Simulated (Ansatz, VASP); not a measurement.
Two plane-wave programs on Ir

```xyz
2
Lattice="2.6952 0.0000 0.0000 -1.3476 2.3341 0.0000 0.0000 0.0000 4.3712" Properties=species:S:1:pos:R:3 pbc="T T T"
Ir    0.0000    1.5561    1.0928
Ir    1.3476    0.7780    3.2784
```

Alike in both runs: task single point; functional r2SCAN; k mesh 11 × 11 × 6; occupations fermi-dirac, width 0.05 eV; no spin polarisation.

|  | VASP | Ansatz |
| --- | --- | --- |
| version | VASP 6.6.1 | Ansatz 0.2.0 |
| potentials or method | VASP PAW PBE potentials, release 64 (Ir) | Ansatz PAW |
| plane-wave cutoff (eV) | 520 | 500 |
| valence electrons in the cell | 18 | 34 |

VASP gave:

```
gap on the k mesh at the Fermi level (eV)                     : none
pressure (GPa)                                                : 18.3
traceless stress, the component that is largest in VASP (GPa) : 0.13
```

Task: Which values does Ansatz return?

Result: gap on the k mesh at the Fermi level (eV): none; pressure (GPa): 15.3; traceless stress, the component that is largest in VASP (GPa): -0.02.

VASP's potentials were made for PBE, not for r2SCAN. A gap of «none» marks a metal or a gap that the smearing closes. VASP's potentials hold 18 valence electrons a cell and Ansatz's 34, so a difference there can come from the potentials and not from the codes.

Spin-orbit coupling is off throughout.
